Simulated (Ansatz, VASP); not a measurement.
# One calculation of TePb, two programs

```
Pb Te
1.0
     0.00000    2.74946    2.74946
     2.74946    0.00000    2.74946
     2.74946    2.74946    0.00000
Pb Te
1 1
Direct
  0.00000 0.00000 0.00000
  0.50000 0.50000 0.50000
```

Change from the starting cell: volume scaled by 0.64, LAPW.

Alike in both runs: task single point; functional LDA; k mesh 12 × 12 × 12; occupations fermi-dirac, width 0.08 eV; no spin polarisation.

|  | VASP | Ansatz |
| --- | --- | --- |
| version | VASP 6.6.1 | Ansatz 0.2.0 |
| potentials or method | VASP PAW LDA potentials, release 64 (Pb_d, Te), cutoff 500 eV | all-electron LAPW, scalar-relativistic |

```csv
,VASP,Ansatz,Ansatz less VASP
pressure (GPa),59.3,58.8,-0.51
```

LDA's correlation is that of Perdew and Zunger in VASP and of Perdew and Wang (1992) in Ansatz. Both programs put the cell under a high pressure, so it lies far from rest at this level. Ansatz ran all-electron here, and VASP with PAW potentials.

Neither program's run includes spin-orbit coupling.
